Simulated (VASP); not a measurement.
Here is a VASP 6.6.1 calculation.

Contents of INCAR:

```
SYSTEM = TiO2
  PREC = Accurate
  ENCUT = 520
  EDIFF = 1E-6
  ISMEAR = -1
  SIGMA = 0.02
  LREAL = .FALSE.
  LASPH = .TRUE.
  NELM = 60
  ALGO = Normal
  ISIF = 2
  LWAVE = .FALSE.
  LCHARG = .FALSE.
  GGA = PE
  NBANDS = 19
```

KPOINTS

```
Automatic mesh
0
G
  10 10 10
  0 0 0
```

The input POSCAR:

```
TiO2
1.0
    0.0000000000      2.3968272525      2.3968272525
    2.3369065712      0.0000000000      2.3968272525
    2.3369065712      2.3968272525      0.0000000000
Ti O
1 2
Direct
    0.0000000000      0.0000000000      0.0000000000
    0.2500000000      0.2500000000      0.2500000000
    0.7500000000      0.7500000000      0.7500000000
```

Potentials or basis: VASP PAW PBE potentials, release 64 (Ti_sv, O).

Launch:

```bash
$ cat potpaw_PBE.64/Ti_sv/POTCAR potpaw_PBE.64/O/POTCAR > POTCAR
$ mpirun -np 1 vasp_std > vasp.out
```

Task: Estimate the pressure.

Result: 14.2 GPa.

Task: Estimate the band gap on the k mesh.

Result: 0.87 eV (least direct gap 1.69 eV).

Stress tensor (GPa, compression positive):
```
23.66  0.00  0.00
 0.00  9.49  0.00
 0.00  0.00  9.49
```

Caveat: the cell differs from its parent crystal (uniaxial x strain -2.5%); the cell stands under pressure. A k mesh can miss the band edges.
